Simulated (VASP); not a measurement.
# Mo (I4/mmm) in VASP: further runs

The runs below take Mo through single point, with LDA.

Program: VASP 6.6.1. These are calculated values, not measurements. Logs are shortened: lines on timing, memory, paths and dates and some standing lists are left out, and cuts for length are marked.

### 1 The cell of the first run

It takes space group I4/mmm (No. 139, tetragonal). Conventional cell: a = 3.527 Å, b = 3.527 Å, c = 2.494 Å, α = 90.00°, β = 90.00°, γ = 90.00°. Within 3.3 Å of Mo (site symmetry 4/mmm) lie 10 Mo at 2.49 to 2.79 Å.

### 2 Single point, LDA

INCAR

```
SYSTEM = Mo
PREC = Accurate ; ENCUT = 520
EDIFF = 1E-6 ; ISMEAR = 0
SIGMA = 0.15 ; LREAL = .False.
LASPH = .True. ; NELM = 100
ALGO = Fast ; ISIF = 2
LWAVE = .False. ; LCHARG = .True.
LELF = .True. ; LVHAR = .True.
NBANDS = 13
```

KPOINTS

```
Automatic mesh
0
Gamma
  24 24 24
  0 0 0
```

POSCAR

```
Mo
1.0
   -1.7634766507      1.7634766507      1.2467779921
    1.7634766507     -1.7634766507      1.2467779921
    1.7634766507      1.7634766507     -1.2467779921
Mo
1
Direct
    0.0000000000      0.0000000000      0.0000000000
```

Potentials or basis: VASP PAW LDA potentials, release 64 (Mo_sv).

Run with:

```sh
$ cat potpaw_LDA.64/Mo_sv/POTCAR > POTCAR
$ mpirun -np 1 vasp_std > vasp.out
```

OUTCAR:

```text
SYSTEM = Mo
   PREC = Accurate
   ENCUT = 520
   EDIFF = 1E-6
   ISMEAR = 0
   LREAL = .False.
   LASPH = .True.
   NELM = 100
   ISIF = 2

 ion  position               nearest neighbor table
   1  0.000  0.000  0.000-

  LATTYP: Found a body centered tetragonal cell.
 ALAT       =     3.5269533014
 C/A-ratio  =     0.7070000000

  Lattice vectors:

 A1 = (  -1.7634766507,   1.7634766507,   1.2467779921)
 A2 = (   1.7634766507,  -1.7634766507,   1.2467779921)
 A3 = (   1.7634766507,   1.7634766507,  -1.2467779921)

Analysis of symmetry for initial positions (statically):
=====================================================================
 Subroutine PRICEL returns:
 Original cell was already a primitive cell.

 Routine SETGRP: Setting up the symmetry group for a
 body centered tetragonal supercell.

 Subroutine GETGRP returns: Found 16 space group operations
 (whereof 16 operations were pure point group operations)
 out of a pool of 16 trial point group operations.

The static configuration has the point symmetry D_4h.

Analysis of symmetry for dynamics (positions and initial velocities):
=====================================================================
 Subroutine PRICEL returns:
 Original cell was already a primitive cell.

 Routine SETGRP: Setting up the symmetry group for a
 body centered tetragonal supercell.

 Subroutine GETGRP returns: Found 16 space group operations
 (whereof 16 operations were pure point group operations)
 out of a pool of 16 trial point group operations.

The dynamic configuration has the point symmetry D_4h.

 Subroutine INISYM returns: Found 16 space group operations
 (whereof 16 operations are pure point group operations),
 and found     1 'primitive' translations

----------------------------------------------------------------------------------------

                                     Primitive cell

  volume of cell :      15.5092

  direct lattice vectors                    reciprocal lattice vectors
    -1.763476651  1.763476651  1.246777992     0.000000000  0.283530831  0.401033707
     1.763476651 -1.763476651  1.246777992     0.283530831  0.000000000  0.401033707
     1.763476651  1.763476651 -1.246777992     0.283530831  0.283530831  0.000000000

  length of vectors
     2.788217200  2.788217200  2.788217200     0.491139253  0.491139253  0.400973146

  position of ions in fractional coordinates (direct lattice)
     0.000000000  0.000000000  0.000000000

  ion indices of the primitive-cell ions
   primitive index   ion index
                 1           1

----------------------------------------------------------------------------------------

 KPOINTS: Automatic mesh

Automatic generation of k-mesh.
 Grid dimensions read from file:
 generate k-points for:   24   24   24

 Generating k-lattice:

  Cartesian coordinates                     Fractional coordinates (reciprocal lattice)
     0.000000000  0.011813785  0.016709738     0.041666667  0.000000000  0.000000000
     0.011813785  0.000000000  0.016709738     0.000000000  0.041666667  0.000000000
     0.011813785  0.011813785  0.000000000     0.000000000  0.000000000  0.041666667

  Length of vectors
     0.020464136  0.020464136  0.016707214

  Shift w.r.t. Gamma in fractional coordinates (k-lattice)
     0.000000000  0.000000000  0.000000000

 Subroutine IBZKPT returns following result:
 ===========================================

 Found   1063 irreducible k-points:

 Following reciprocal coordinates:
            Coordinates               Weight
  0.000000  0.000000  0.000000      1.000000
  0.041667 -0.000000  0.000000      8.000000
  0.083333  0.000000 -0.000000      8.000000
  0.125000  0.000000  0.000000      8.000000
  0.166667  0.000000  0.000000      8.000000
  0.208333  0.000000 -0.000000      8.000000
[... 16 lines left out ...]
  0.416667  0.041667  0.000000     16.000000
  0.458333  0.041667  0.000000     16.000000
 [... further k-points ...]
   k-points           NKPTS =   1063   k-points in BZ     NKDIM =   1063   number of bands    NBANDS=     13
   number of dos      NEDOS =    301   number of ions     NIONS =      1
   total plane-waves  NPLWV =  13824
   dimension x,y,z NGX =    24 NGY =   24 NGZ =   24
   dimension x,y,z NGXF=    48 NGYF=   48 NGZF=   48
   ions per type =               1
   NGX,Y,Z   is equivalent  to a cutoff of  14.31, 14.31, 14.31 a.u.
   NGXF,Y,Z  is equivalent  to a cutoff of  28.62, 28.62, 28.62 a.u.
 SYSTEM =  Mo
   PREC   = accura    normal or accurate (medium, high low for compatibility)
   ISTART =      0    job   : 0-new  1-cont  2-samecut
   ICHARG =      2    charge: 1-file 2-atom 10-const
   ISPIN  =      1    spin polarized calculation?
   LNONCOLLINEAR =      F non collinear calculations
   LSORBIT =      F    spin-orbit coupling
   LASPH  =      T    aspherical Exc in radial PAW
   ENCUT  =  520.0 eV  38.22 Ry    6.18 a.u.   5.18  5.18  5.18*2*pi/ulx,y,z
   NELM   =    100;   NELMIN=  2; NELMDL= -5     # of ELM steps
   EDIFF  = 0.1E-05   stopping-criterion for ELM
   LREAL  =      F    real-space projection
   EDIFFG = 0.1E-04   stopping-criterion for IOM
   NSW    =      0    number of steps for IOM
   IBRION =     -1    ionic relax: 0-MD 1-quasi-New 2-CG
   NFREE  =      0    steps in history (QN), initial steepest desc. (CG)
   ISIF   =      2    stress and relaxation
   ISYM   =      2    0-nonsym 1-usesym 2-fastsym
   POTIM  = 0.5000    time-step for ionic-motion
   TEBEG  =    0.0;   TEEND  =   0.0 temperature during run
   PSTRESS=    0.0 pullay stress
   NELECT =      14.0000    total number of electrons
   NUPDOWN=      -1.0000    fix difference up-down
   EMIN   =  10.00;   EMAX   =-10.00  energy-range for DOS
   EFERMI =   0.00;   METHOD = LEGACY
   ISMEAR =     0;   SIGMA  =   0.15  broadening in eV -4-tet -1-fermi 0-gaus
   EFERMI_NEDOS =   21; number of points for ismear=-14 and -15
   IALGO  =     68    algorithm
   IMIX   =      4    mixing-type and parameters
     AMIX     =   0.40;   BMIX     =  1.00
     AMIX_MAG =   1.60;   BMIX_MAG =  1.00
  volume/ion in A,a.u.               =      15.51       104.66
  Fermi-wavevector in a.u.,A,eV,Ry     =   1.582176  2.989878 34.059184  2.503279
  Thomas-Fermi vector in A             =   2.682139
   LORBIT       =      0    0 simple, 1 ext, 2 COOP (PROOUT), +10 PAW based schemes
   GGA     = CA    functional components
   LHFCALC =     F    Hartree Fock is set to
   AEXX    =    0.0000 exact exchange contribution
   IVDW    =     0    specifies the selected vdW correction
   LEPSILON=     F    determine dielectric tensor
   LRPA    =     F    only Hartree local field effects (RPA)
 non-spin polarized calculation
 RMM-DIIS sequential band-by-band and
 Gauss-broadening in eV      SIGMA  =   0.15
  energy-cutoff  :      520.00
  volume of cell :       15.51
 maximum number of plane-waves:       429
 NGX is ok and might be reduce to    24
   NGX = 11   NGY = 11   NGZ = 11

 number of electron      13.9999999 magnetization

 Free energy of the ion-electron system (eV)
  ---------------------------------------------------
  ext. energy  EPLUGINS =         0.00000000
  ---------------------------------------------------
  free energy    TOTEN  =       -11.53331537 eV

  energy without entropy =      -11.52441713  energy(sigma->0) =      -11.52886625

 E-fermi :  12.6548     XC(G=0): -13.5832

 val. band max:       12.6471172246   @ k =   0.3333   0.2083   0.0417
 cond. band min:      12.6562575787   @ k =  -0.2500  -0.3750   0.2083
 fundamental gap:      0.0091403540
 Fermi energy:        12.6547715970

 k-point     1 :       0.0000    0.0000    0.0000
  band No.  band energies     occupation
      1     -48.3145      2.00000
      2     -21.8664      2.00000
      3     -21.8664      2.00000
      4     -21.1129      2.00000
      5       5.4366      2.00000
      6       9.0618      2.00000
      7      10.5263      2.00000
      8      13.9612      0.00000
      9      13.9612      0.00000
     10      15.6557      0.00000
     11      26.2074      0.00000
     12      26.2074      0.00000
     13      34.3239      0.00000

 k-point     2 :       0.0417   -0.0000    0.0000
  band No.  band energies     occupation
      1     -48.3065      2.00000
      2     -21.8731      2.00000
      3     -21.8714      2.00000
      4     -21.1541      2.00000
      5       5.5299      2.00000
      6       9.1058      2.00000
      7      10.6061      2.00000
      8      13.8538      0.00000
      9      13.8602      0.00000
     10      15.6009      0.00000
     11      26.4167      0.00000
     12      26.4213      0.00000
     13      33.8694      0.00000

 k-point     3 :       0.0833    0.0000   -0.0000
  band No.  band energies     occupation
      1     -48.2828      2.00000
      2     -21.8940      2.00000
      3     -21.8859      2.00000
      4     -21.2723      2.00000
      5       5.8008      2.00000
      6       9.2278      2.00000
      7      10.8380      2.00000
      8      13.5628      0.00000
      9      13.5944      0.00000
     10      15.4562      0.00000
     11      26.9858      0.00000
     12      27.0311      0.00000
     13      32.7495      0.00000
[... 305 lines left out ...]
 k-point    23 :       0.4167    0.0417    0.0000
  band No.  band energies     occupation
      1     -47.8340      2.00000
      2     -23.4504      2.00000
      3     -22.1342      2.00000
      4     -22.0247      2.00000
      5       7.2559      2.00000
      6       8.2765      2.00000
      7      13.6495      0.00000
      8      14.8767      0.00000
      9      16.2724      0.00000
     10      17.8887      0.00000
     11      24.7203      0.00000
     12      27.3629      0.00000
     13      27.5514      0.00000

 k-point    24 :       0.4583    0.0417    0.0000
  band No.  band energies     occupation
      1     -47.8220      2.00000
      2     -23.4947      2.00000
      3     -22.1476      2.00000
      4     -22.0338      2.00000
      5       7.1824      2.00000
      6       8.2075      2.00000
      7      13.6428      0.00000
      8      15.3963      0.00000
      9      16.7070      0.00000
     10      17.8242      0.00000
     11      25.0564      0.00000
     12      26.4479      0.00000
     13      26.9408      0.00000

 [... further k-points ...]

------------------------ aborting loop because EDIFF is reached ----------------------------------------

  FORCE on cell =-STRESS in cart. coord.  units (eV):
  Direction    XX          YY          ZZ          XY          YZ          ZX
  --------------------------------------------------------------------------------------
  -------------------------------------------------------------------------------------
  Total       -0.5284129     -0.5284129      2.9154451      0.0000000     -0.0000000      0.0000000
  in kB      -54.5877805    -54.5877805    301.1805355      0.0000000     -0.0000000      0.0000000
  external PRESSURE =      64.0016582 kB  Pullay stress =       0.0000000 kB

 VOLUME and BASIS-vectors are now :
 -----------------------------------------------------------------------------
  energy-cutoff  :      520.00
  volume of cell :       15.51
      direct lattice vectors                 reciprocal lattice vectors
    -1.763476651  1.763476651  1.246777992     0.000000000  0.283530831  0.401033707
     1.763476651 -1.763476651  1.246777992     0.283530831  0.000000000  0.401033707
     1.763476651  1.763476651 -1.246777992     0.283530831  0.283530831  0.000000000

 POSITION                                       TOTAL-FORCE (eV/Angst)
 -----------------------------------------------------------------------------------
      0.00000      0.00000      0.00000         0.000000     -0.000000      0.000000
 -----------------------------------------------------------------------------------
    total drift:                                0.000000      0.000000      0.000000

  FREE ENERGIE OF THE ION-ELECTRON SYSTEM (eV)
  ---------------------------------------------------
  free  energy   TOTEN  =       -11.5333153720 eV

  energy  without entropy=      -11.5244171250  energy(sigma->0) =      -11.52886625
```

It took 4.5 min on 1 thread of Intel Xeon 8259CL, shared host; peak memory 0.3 GiB.

Results:

```
Free energy            : -11.5333 eV
Pressure               : 6.4 GPa
Band gap on the k mesh : zero (bands 7 and 8 overlap by 6.10 eV)
```

Stress tensor (GPa, compression positive):
```
-5.46  0.00  0.00
 0.00 -5.46  0.00
 0.00  0.00 30.12
```

Levels at points of the mesh, in eV from the Fermi level:
```
           k point  band 4  band 5  band 6  band 7  band 8  band 9  band 10  band 11
(0.00, 0.00, 0.00)  -33.77   -7.22   -3.59   -2.13    1.31    1.31     3.00    13.55
(0.50, 0.00, 0.00)  -34.68   -5.52   -4.47    1.06    3.26    3.73     5.00    12.37
(0.50, 0.50, 0.00)  -33.95   -5.10   -2.07    0.03    0.50    0.65     4.73     9.62
(0.50, 0.50, 0.50)  -34.15   -5.87   -5.23    4.33    4.33    4.69     6.25     6.25
```

Caveat: the stress differs along the axes, from -5 to 30 GPa.

### 3 Single point, LDA

INCAR

```
PREC = Accurate
ENCUT = 520
EDIFF = 1E-6
ISMEAR = 0
SIGMA = 0.15
LREAL = F
LASPH = T
NELM = 60
ALGO = Fast
ISIF = 2
LWAVE = F
LCHARG = F
NBANDS = 13
```

KPOINTS

```
Automatic mesh
0
Gamma
  24 24 24
```

POSCAR

```
Mo
1.0
   -1.6584531586      1.6584531586      1.4096851848
    1.6584531586     -1.6584531586      1.4096851848
    1.6584531586      1.6584531586     -1.4096851848
Mo
1
Direct
    0.0000000000      0.0000000000      0.0000000000
```

Potentials or basis: VASP PAW LDA potentials, release 64 (Mo_sv).

Run with:

```sh
$ cat potpaw_LDA.64/Mo_sv/POTCAR > POTCAR
$ mpirun -np 1 vasp_std > vasp.out
```

Run time: 4.9 min. Hardware: 1 thread of Intel Xeon 8259CL, shared host; peak memory 0.29 GiB.

It converged, with:

| Quantity | Value |
| --- | --- |
| Free energy | -11.8926 eV |
| Pressure | -3.9 GPa |
| Band gap on the k mesh | zero (bands 7 and 8 overlap by 5.44 eV) |

Stress tensor (GPa, compression positive):
```
-15.41   0.00   0.00
  0.00 -15.41   0.00
  0.00   0.00  19.18
```

Levels at points of the mesh, in eV from the Fermi level:
```tsv
k point	band 3	band 4	band 5	band 6	band 7	band 8	band 9	band 10	band 11	band 12
(0.00, 0.00, 0.00)	-34.26	-34.07	-7.13	-2.41	-0.32	-0.32	0.22	2.77	14.16	14.16
(0.50, 0.00, 0.00)	-34.73	-34.34	-5.32	-3.87	1.54	2.41	3.95	4.78	12.04	12.52
(0.50, 0.50, 0.00)	-34.40	-34.18	-5.10	-1.73	0.10	0.99	1.66	4.73	10.90	12.79
(0.50, 0.50, 0.50)	-35.36	-34.76	-5.59	-5.17	4.10	4.10	4.60	7.85	7.85	12.25
```

Caveat: the stress differs along the axes, from -15 to 19 GPa.
